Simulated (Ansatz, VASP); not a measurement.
# SnO2: VASP beside Ansatz

File INCAR:

```
  PREC = Accurate
  ENCUT = 520
  EDIFF = 1E-7
  ISMEAR = 0
  SIGMA = 0.05
  LREAL = F
  LASPH = T
  NELM = 100
  ALGO = Normal
  ISIF = 2
  LWAVE = F
  LCHARG = T
  LELF = T
  LVHAR = T
  NBANDS = 35
```

File KPOINTS:

```
regular mesh
0
Gamma
  6 6 8
```

POSCAR

```
SnO2
1.0
    4.7212714757      0.0000000000      0.0000000000
    0.0000000000      4.7242464866      0.0000000000
    0.0000000000      0.0000000000      3.1900194031
Sn O
2 4
Direct
    0.5186846283      0.4812539091      0.5000000000
    0.0186846283     -0.0187460909      0.0000000000
    0.3055669669      0.3065721211      0.0000000000
    0.8055669669      0.1934278789      0.5000000000
    0.1944330331      0.8065721211      0.5000000000
    0.6944330331      0.6934278789      0.0000000000
```

Input for Ansatz:

```yaml
crystal:
  lattice:
    - [4.7212714757, 0.0, 0.0]
    - [0.0, 4.7242464866, 0.0]
    - [0.0, 0.0, 3.1900194031]
  atoms:
    - { symbol: Sn, position: [0.5186846283, 0.4812539091, 0.5] }
    - { symbol: Sn, position: [0.0186846283, -0.0187460909, 0.0] }
    - { symbol: O, position: [0.3055669669, 0.3065721211, 0.0] }
    - { symbol: O, position: [0.8055669669, 0.1934278789, 0.5] }
    - { symbol: O, position: [0.1944330331, 0.8065721211, 0.5] }
    - { symbol: O, position: [0.6944330331, 0.6934278789, 0.0] }
basis:
  ecutwfc: 420
kpoints:
  mp_grid: { grid: [6, 6, 8] }
hamiltonian:
  xc: lda
scf:
  occupations: { method: gaussian, width: 0.05 }
output:
  forces: true
  stress: true
  eigenvalues: true
```

Change from the starting cell: all Sn atoms moved +0.125 Å, as atom 1 towards its neighbour atom 4 (O) at 2.044 Å.

Alike in both runs: task single point; functional LDA; k mesh 6 × 6 × 8; occupations gaussian, width 0.05 eV; no spin polarisation.

|  | VASP | Ansatz |
| --- | --- | --- |
| version | VASP 6.6.1 | Ansatz 0.2.0 |
| potentials or method | VASP PAW LDA potentials, release 64 (Sn_d, O), cutoff 520 eV | scalar-relativistic, plane waves, PAW |
| valence electrons in the cell | 52 | 52 |

```tsv
	VASP	Ansatz	Ansatz less VASP
gap on the k mesh at the Fermi level (eV)	1.21	1.18	-0.033
least direct gap on the mesh (eV)	1.21	1.18	-0.033
pressure (GPa)	2.9	1.8	-1.05
traceless stress, the component that is largest in VASP (GPa)	-2.59	-2.62	-0.032
rms of the force components (eV/Å)	0.966	0.939	-0.0272
```

LDA's correlation is that of Perdew and Zunger in VASP and of Perdew and Wang (1992) in Ansatz. Atom by atom the forces differ by 0.029 eV/Å (rms over components).
